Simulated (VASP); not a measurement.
Set up this calculation in VASP 6.6.1, as the native input.

- Task: single point
- Functional: PBE
- Potentials or basis: VASP PAW PBE potentials, release 64 (Br)
- Cutoff: 520 eV
- k mesh: 14 × 14 × 8
- Occupations: fermi-dirac, width 0.05 eV
- Spin: no spin polarisation
- Dipole correction: no
- Further INCAR settings: ALGO = Normal; EDIFF = 1e-07; NBANDS = 14

The structure of Br lies in POSCAR:

```
Br
1.0
    3.4167572373      0.0000000000      0.0000000000
   -1.7083786186      2.9589985660      0.0000000000
    0.0000000000      0.0000000000      4.3156577655
Br
2
Direct
    0.3333333333      0.6666666667      0.2500000000
    0.6666666667      0.3333333333      0.7500000000
```

This cell differs from its parent crystal: volume scaled by 0.76.

These files were run (other wordings do the same):

INCAR

```
SYSTEM = Br
  PREC = Accurate
  ENCUT = 520
  EDIFF = 1E-7
  ISMEAR = -1
  SIGMA = 0.05
  LREAL = .False.
  LASPH = .True.
  NELM = 60
  ALGO = Normal
  ISIF = 2
  LWAVE = .False.
  LCHARG = .False.
  GGA = PE
  NBANDS = 14
```

KPOINTS

```
regular mesh
0
Gamma
  14 14 8
  0 0 0
```

Potentials or basis: VASP PAW PBE potentials, release 64 (Br).

Command:

```bash
$ cat potpaw_PBE.64/Br/POTCAR > POTCAR
$ mpirun -np 1 vasp_std > vasp.out
```

It gave:

```json
{
 "Pressure": "11.9 GPa",
 "Band gap on the k mesh": "zero (band 7 reaches 5.20 eV, above the bottom of band 8 at 2.91 eV)"
}
```

It took 35 s on 1 thread of Intel(R) Xeon(R) 6975P-C (Granite Rapids), on a shared host, peak memory 0.19 GiB.
